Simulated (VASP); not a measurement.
# InP (F-43m) in VASP: notebook

The runs below take InP through single point, with PBE+D3(BJ).

Everything below comes from runs of VASP 6.6.1. Logs are shortened: lines on timing, memory, paths and dates and some standing lists are left out, and cuts for length are marked.

### Step 1. The cell of the first run

Symmetry: F-43m, No. 216, cubic system. Conventional cell: a = 5.659 Å, b = 5.659 Å, c = 5.659 Å, α = 90.00°, β = 90.00°, γ = 90.00°. In (site symmetry -43m) has 4 P at 2.45 Å within 3.2 Å. Within 3.2 Å of P (site symmetry -43m) lie 4 In at 2.45 Å.

### Step 2. Single point, PBE+D3(BJ)

INCAR

```
SYSTEM = InP
PREC = Accurate ; ENCUT = 500
EDIFF = 1E-6 ; ISMEAR = 0
SIGMA = 0.01 ; LREAL = .FALSE.
LASPH = .TRUE. ; NELM = 120
ALGO = Normal ; ISIF = 2
LWAVE = .FALSE. ; LCHARG = .TRUE.
GGA = PE ; IVDW = 12
LELF = .TRUE. ; LVHAR = .TRUE.
NBANDS = 16 ; GGA_COMPAT = .FALSE.
```

KPOINTS

```
regular mesh
0
G
  7 7 7
  0 0 0
```

POSCAR

```
InP
1.0
    0.0000000000      2.8293666416      2.8293666416
    2.8293666416      0.0000000000      2.8293666416
    2.8293666416      2.8293666416      0.0000000000
In P
1 1
Direct
    0.0000000000      0.0000000000      0.0000000000
    0.2500000000      0.2500000000      0.2500000000
```

Potentials or basis: VASP PAW PBE potentials, release 64 (In_d, P).

The run is started by

```console
$ cat potpaw_PBE.64/In_d/POTCAR potpaw_PBE.64/P/POTCAR > POTCAR
$ mpirun -np 1 vasp_std > vasp.out
```

OUTCAR:

```text
SYSTEM = InP
   PREC = Accurate
   ENCUT = 500
   EDIFF = 1E-6
   ISMEAR = 0
   LREAL = .FALSE.
   LASPH = .TRUE.
   NELM = 120
   ISIF = 2
   GGA = PE
   IVDW = 12
 IVDW          = 12

 ion  position               nearest neighbor table
   1  0.000  0.000  0.000-   2 2.45   2 2.45   2 2.45   2 2.45
   2  0.250  0.250  0.250-   1 2.45   1 2.45   1 2.45   1 2.45

  LATTYP: Found a face centered cubic cell.
 ALAT       =     5.6587332832

  Lattice vectors:

 A1 = (   0.0000000000,   2.8293666416,   2.8293666416)
 A2 = (   2.8293666416,   0.0000000000,   2.8293666416)
 A3 = (   2.8293666416,   2.8293666416,   0.0000000000)

Analysis of symmetry for initial positions (statically):
=====================================================================
 Subroutine PRICEL returns:
 Original cell was already a primitive cell.

 Routine SETGRP: Setting up the symmetry group for a
 face centered cubic supercell.

 Subroutine GETGRP returns: Found 24 space group operations
 (whereof 24 operations were pure point group operations)
 out of a pool of 48 trial point group operations.

The static configuration has the point symmetry T_d .

Analysis of symmetry for dynamics (positions and initial velocities):
=====================================================================
 Subroutine PRICEL returns:
 Original cell was already a primitive cell.

 Routine SETGRP: Setting up the symmetry group for a
 face centered cubic supercell.

 Subroutine GETGRP returns: Found 24 space group operations
 (whereof 24 operations were pure point group operations)
 out of a pool of 48 trial point group operations.

The dynamic configuration has the point symmetry T_d .

 Subroutine INISYM returns: Found 24 space group operations
 (whereof 24 operations are pure point group operations),
 and found     1 'primitive' translations

----------------------------------------------------------------------------------------

                                     Primitive cell

  volume of cell :      45.2999

  direct lattice vectors                    reciprocal lattice vectors
     0.000000000  2.829366642  2.829366642    -0.176717995  0.176717995  0.176717995
     2.829366642  0.000000000  2.829366642     0.176717995 -0.176717995  0.176717995
     2.829366642  2.829366642  0.000000000     0.176717995  0.176717995 -0.176717995

  length of vectors
     4.001328677  4.001328677  4.001328677     0.306084546  0.306084546  0.306084546

  position of ions in fractional coordinates (direct lattice)
     0.000000000  0.000000000  0.000000000
     0.250000000  0.250000000  0.250000000

  ion indices of the primitive-cell ions
   primitive index   ion index
                 1           1
                 2           2

----------------------------------------------------------------------------------------

 KPOINTS: regular mesh

Automatic generation of k-mesh.
 Grid dimensions read from file:
 generate k-points for:    7    7    7

 Generating k-lattice:

  Cartesian coordinates                     Fractional coordinates (reciprocal lattice)
    -0.025245428  0.025245428  0.025245428     0.142857143  0.000000000  0.000000000
     0.025245428 -0.025245428  0.025245428     0.000000000  0.142857143  0.000000000
     0.025245428  0.025245428 -0.025245428     0.000000000  0.000000000  0.142857143

  Length of vectors
     0.043726364  0.043726364  0.043726364

  Shift w.r.t. Gamma in fractional coordinates (k-lattice)
     0.000000000  0.000000000  0.000000000

 Subroutine IBZKPT returns following result:
 ===========================================

 Found     20 irreducible k-points:

 Following reciprocal coordinates:
            Coordinates               Weight
  0.000000  0.000000  0.000000      1.000000
  0.142857  0.000000  0.000000      8.000000
  0.285714  0.000000  0.000000      8.000000
  0.428571  0.000000  0.000000      8.000000
  0.142857  0.142857  0.000000      6.000000
  0.285714  0.142857  0.000000     24.000000
[... 12 lines left out ...]
 -0.428571  0.428571  0.142857     24.000000
 -0.285714  0.428571  0.142857     24.000000
   k-points           NKPTS =     20   k-points in BZ     NKDIM =     20   number of bands    NBANDS=     16
   number of dos      NEDOS =    301   number of ions     NIONS =      2
   total plane-waves  NPLWV =  27000
   dimension x,y,z NGX =    30 NGY =   30 NGZ =   30
   dimension x,y,z NGXF=    60 NGYF=   60 NGZF=   60
   ions per type =               1   1
   NGX,Y,Z   is equivalent  to a cutoff of  12.46, 12.46, 12.46 a.u.
   NGXF,Y,Z  is equivalent  to a cutoff of  24.93, 24.93, 24.93 a.u.
 SYSTEM =  InP
   PREC   = accura    normal or accurate (medium, high low for compatibility)
   ISTART =      0    job   : 0-new  1-cont  2-samecut
   ICHARG =      2    charge: 1-file 2-atom 10-const
   ISPIN  =      1    spin polarized calculation?
   LNONCOLLINEAR =      F non collinear calculations
   LSORBIT =      F    spin-orbit coupling
   LASPH  =      T    aspherical Exc in radial PAW
   ENCUT  =  500.0 eV  36.75 Ry    6.06 a.u.   7.30  7.30  7.30*2*pi/ulx,y,z
   NELM   =    120;   NELMIN=  2; NELMDL= -5     # of ELM steps
   EDIFF  = 0.1E-05   stopping-criterion for ELM
   LREAL  =      F    real-space projection
   EDIFFG = 0.1E-04   stopping-criterion for IOM
   NSW    =      0    number of steps for IOM
   IBRION =     -1    ionic relax: 0-MD 1-quasi-New 2-CG
   NFREE  =      0    steps in history (QN), initial steepest desc. (CG)
   ISIF   =      2    stress and relaxation
   ISYM   =      2    0-nonsym 1-usesym 2-fastsym
   POTIM  = 0.5000    time-step for ionic-motion
   TEBEG  =    0.0;   TEEND  =   0.0 temperature during run
   PSTRESS=    0.0 pullay stress
   NELECT =      18.0000    total number of electrons
   NUPDOWN=      -1.0000    fix difference up-down
   EMIN   =  10.00;   EMAX   =-10.00  energy-range for DOS
   EFERMI =   0.00;   METHOD = LEGACY
   ISMEAR =     0;   SIGMA  =   0.01  broadening in eV -4-tet -1-fermi 0-gaus
   EFERMI_NEDOS =   21; number of points for ismear=-14 and -15
   IALGO  =     38    algorithm
   IMIX   =      4    mixing-type and parameters
     AMIX     =   0.40;   BMIX     =  1.00
     AMIX_MAG =   1.60;   BMIX_MAG =  1.00
  volume/ion in A,a.u.               =      22.65       152.85
  Fermi-wavevector in a.u.,A,eV,Ry     =   1.203556  2.274392 19.708691  1.448548
  Thomas-Fermi vector in A             =   2.339306
   LORBIT       =      0    0 simple, 1 ext, 2 COOP (PROOUT), +10 PAW based schemes
   GGA     = PE    functional components
   LHFCALC =     F    Hartree Fock is set to
   AEXX    =    0.0000 exact exchange contribution
   IVDW    =    12    specifies the selected vdW correction
   LEPSILON=     F    determine dielectric tensor
   LRPA    =     F    only Hartree local field effects (RPA)
 non-spin polarized calculation
 Gauss-broadening in eV      SIGMA  =   0.01
  energy-cutoff  :      500.00
  volume of cell :       45.30
 maximum number of plane-waves:      1173
 NGX is ok and might be reduce to    30
   NGX = 15   NGY = 15   NGZ = 15

 number of electron      17.9999991 magnetization

 Free energy of the ion-electron system (eV)
  ---------------------------------------------------
  ext. energy  EPLUGINS =         0.00000000
  ---------------------------------------------------
  free energy    TOTEN  =        -8.13235647 eV

  energy without entropy =       -8.13235647  energy(sigma->0) =       -8.13235647

 E-fermi :   6.4630     XC(G=0):  -9.7582

 val. band max:        6.4217022781   @ k =   0.0000   0.0000   0.0000
 cond. band min:       7.6992906072   @ k =   0.0000   0.0000   0.0000
 fundamental gap:      1.2775883292
 Fermi energy:         6.4630110235

 k-point     1 :       0.0000    0.0000    0.0000
  band No.  band energies     occupation
      1      -8.0307      2.00000
      2      -8.0307      2.00000
      3      -8.0307      2.00000
      4      -7.8178      2.00000
      5      -7.8178      2.00000
      6      -5.8763      2.00000
[... 8 lines left out ...]
     15      16.0267      0.00000
     16      16.0267      0.00000

 k-point     2 :       0.1429    0.0000    0.0000
  band No.  band energies     occupation
      1      -8.0698      2.00000
      2      -8.0172      2.00000
      3      -8.0172      2.00000
      4      -7.8177      2.00000
      5      -7.8177      2.00000
      6      -5.6006      2.00000
[... 8 lines left out ...]
     15      15.2177      0.00000
     16      16.3004      0.00000

 k-point     3 :       0.2857    0.0000    0.0000
  band No.  band energies     occupation
      1      -8.1472      2.00000
      2      -7.9917      2.00000
      3      -7.9917      2.00000
      4      -7.8120      2.00000
      5      -7.8120      2.00000
      6      -4.8501      2.00000
[... 8 lines left out ...]
     15      15.2695      0.00000
     16      15.6361      0.00000

 k-point     4 :       0.4286    0.0000    0.0000
  band No.  band energies     occupation
      1      -8.2024      2.00000
      2      -7.9776      2.00000
      3      -7.9776      2.00000
      4      -7.8005      2.00000
      5      -7.8005      2.00000
      6      -3.9550      2.00000
[... 8 lines left out ...]
     15      16.7707      0.00000
     16      16.7707      0.00000

 k-point     5 :       0.1429    0.1429    0.0000
  band No.  band energies     occupation
      1      -8.0944      2.00000
      2      -8.0039      2.00000
      3      -8.0039      2.00000
      4      -7.8301      2.00000
      5      -7.8084      2.00000
      6      -5.5115      2.00000
[... 8 lines left out ...]
     15      16.1963      0.00000
     16      17.1375      0.00000

 k-point     6 :       0.2857    0.1429    0.0000
  band No.  band energies     occupation
      1      -8.1547      2.00000
      2      -7.9817      2.00000
      3      -7.9758      2.00000
      4      -7.8377      2.00000
      5      -7.7993      2.00000
      6      -4.9209      2.00000
[... 8 lines left out ...]
     15      16.1994      0.00000
     16      17.3156      0.00000

 k-point     7 :       0.4286    0.1429    0.0000
  band No.  band energies     occupation
      1      -8.2037      2.00000
      2      -7.9700      2.00000
      3      -7.9584      2.00000
      4      -7.8279      2.00000
      5      -7.7929      2.00000
      6      -4.0303      2.00000
[... 8 lines left out ...]
     15      17.2234      0.00000
     16      17.2286      0.00000

 k-point     8 :      -0.4286    0.1429    0.0000
  band No.  band energies     occupation
      1      -8.2150      2.00000
      2      -7.9687      2.00000
      3      -7.9580      2.00000
      4      -7.8108      2.00000
      5      -7.8015      2.00000
      6      -3.6192      2.00000
[... 8 lines left out ...]
     15      16.5074      0.00000
     16      17.4574      0.00000

 k-point     9 :      -0.2857    0.1429    0.0000
  band No.  band energies     occupation
      1      -8.1816      2.00000
      2      -7.9746      2.00000
      3      -7.9734      2.00000
      4      -7.8200      2.00000
      5      -7.8053      2.00000
      6      -4.3354      2.00000
[... 8 lines left out ...]
     15      16.7915      0.00000
     16      17.5367      0.00000
[... 96 lines left out ...]
 k-point    15 :       0.4286    0.4286    0.0000
  band No.  band energies     occupation
      1      -8.2824      2.00000
      2      -7.8934      2.00000
      3      -7.8888      2.00000
      4      -7.8888      2.00000
      5      -7.7697      2.00000
      6      -3.2819      2.00000
[... 8 lines left out ...]
     15      17.1319      0.00000
     16      19.4336      0.00000

 k-point    16 :      -0.4286    0.4286    0.0000
  band No.  band energies     occupation
      1      -8.2786      2.00000
      2      -7.9056      2.00000
      3      -7.8880      2.00000
      4      -7.8780      2.00000
      5      -7.7752      2.00000
      6      -2.9623      2.00000
[... 8 lines left out ...]
     15      17.3382      0.00000
     16      19.0229      0.00000

 k-point    17 :       0.4286    0.2857    0.1429
  band No.  band energies     occupation
      1      -8.2012      2.00000
      2      -7.9618      2.00000
      3      -7.9463      2.00000
      4      -7.8455      2.00000
      5      -7.7932      2.00000
      6      -4.2444      2.00000
[... 8 lines left out ...]
     15      17.6001      0.00000
     16      18.9215      0.00000

 k-point    18 :      -0.4286    0.2857    0.1429
  band No.  band energies     occupation
      1      -8.2268      2.00000
      2      -7.9587      2.00000
      3      -7.9264      2.00000
      4      -7.8365      2.00000
      5      -7.7975      2.00000
      6      -3.4511      2.00000
[... 8 lines left out ...]
     15      17.3728      0.00000
     16      18.4766      0.00000

 k-point    19 :      -0.4286    0.4286    0.1429
  band No.  band energies     occupation
      1      -8.2595      2.00000
      2      -7.9250      2.00000
      3      -7.9003      2.00000
      4      -7.8643      2.00000
      5      -7.7833      2.00000
      6      -3.1499      2.00000
[... 8 lines left out ...]
     15      18.2401      0.00000
     16      18.8123      0.00000

 k-point    20 :      -0.2857    0.4286    0.1429
  band No.  band energies     occupation
      1      -8.2465      2.00000
      2      -7.9447      2.00000
      3      -7.9008      2.00000
      4      -7.8483      2.00000
      5      -7.7970      2.00000
      6      -2.9662      2.00000
[... 8 lines left out ...]
     15      17.3542      0.00000
     16      19.5542      0.00000

------------------------ aborting loop because EDIFF is reached ----------------------------------------

 Edisp (eV)   -0.70434

 E8    (eV) :    -0.3140

  FORCE on cell =-STRESS in cart. coord.  units (eV):
  Direction    XX          YY          ZZ          XY          YZ          ZX
  --------------------------------------------------------------------------------------
  -------------------------------------------------------------------------------------
  Total       2.94590     2.94590     2.94590     0.00000     0.00000     0.00000
  in kB     104.19134   104.19134   104.19134     0.00000     0.00000     0.00000
  external pressure =      104.19 kB  Pullay stress =        0.00 kB

 VOLUME and BASIS-vectors are now :
 -----------------------------------------------------------------------------
  energy-cutoff  :      500.00
  volume of cell :       45.30
      direct lattice vectors                 reciprocal lattice vectors
     0.000000000  2.829366642  2.829366642    -0.176717995  0.176717995  0.176717995
     2.829366642  0.000000000  2.829366642     0.176717995 -0.176717995  0.176717995
     2.829366642  2.829366642  0.000000000     0.176717995  0.176717995 -0.176717995

 POSITION                                       TOTAL-FORCE (eV/Angst)
 -----------------------------------------------------------------------------------
      0.00000      0.00000      0.00000        -0.000000     -0.000000     -0.000000
      1.41468      1.41468      1.41468         0.000000      0.000000      0.000000
 -----------------------------------------------------------------------------------
    total drift:                               -0.000000     -0.000000     -0.000000

  FREE ENERGIE OF THE ION-ELECTRON SYSTEM (eV)
  ---------------------------------------------------
  free  energy   TOTEN  =        -8.8366936416 eV

  energy  without entropy=       -8.8366936416  energy(sigma->0) =       -8.83669364
```

Run time: 24 s. Hardware: 1 thread of AMD EPYC 7R43 (Zen 3), shared host; peak memory 0.14 GiB.

Results:

```
Free energy                : -8.8367 eV
Pressure                   : 10.4 GPa
Band gap on the k mesh     : 1.28 eV, direct
Dispersion energy per atom : -0.352 eV
```

Caveat: three body term missing; spin-orbit coupling is left out, which moves the levels of the heavy elements. A k mesh can miss the band edges.

### Step 3. Single point, PBE+D3(BJ)

This run uses another cell than the first one, of 23.28 Å³/atom, 1.028 times its volume.

INCAR

```
PREC = Accurate
ENCUT = 500
EDIFF = 1E-6
ISMEAR = 0
SIGMA = 0.01
LREAL = F
LASPH = T
NELM = 120
ALGO = Normal
ISIF = 2
LWAVE = F
LCHARG = T
GGA = PE
IVDW = 12
LELF = T
LVHAR = T
NBANDS = 16
GGA_COMPAT = F
```

KPOINTS

```
regular mesh
0
Gamma
  7 7 7
```

POSCAR

```
InP
1.0
    0.0000000000      2.8553255837      2.8553255837
    2.8553255837      0.0000000000      2.8553255837
    2.8553255837      2.8553255837      0.0000000000
In P
1 1
Direct
    0.0000000000      0.0000000000      0.0000000000
    0.2500000000      0.2500000000      0.2500000000
```

Potentials or basis: VASP PAW PBE potentials, release 64 (In_d, P).

The run is started by

```console
$ cat potpaw_PBE.64/In_d/POTCAR potpaw_PBE.64/P/POTCAR > POTCAR
$ mpirun -np 1 vasp_std > vasp.out
```

Run time: 27 s. Hardware: 1 thread of AMD EPYC 7R43 (Zen 3), shared host; peak memory 0.15 GiB.

Results (log left out):

| Item | Value |
| --- | --- |
| Free energy | -8.9076 eV |
| Pressure | 7.6 GPa |
| Band gap on the k mesh | 1.13 eV, direct |
| Dispersion energy per atom | -0.342 eV |

Levels at points of the mesh, in eV from the valence-band top:
| k point | band 6 | band 7 | band 8 | band 9 | band 10 | band 11 | band 12 | band 13 |
| --- | --- | --- | --- | --- | --- | --- | --- | --- |
| (0.00, 0.00, 0.00) | -12.08 | 0.00 | 0.00 | 0.00 | 1.13 | 4.08 | 4.08 | 4.08 |

Caveat: three body term missing; spin-orbit coupling is left out, which moves the levels of the heavy elements.
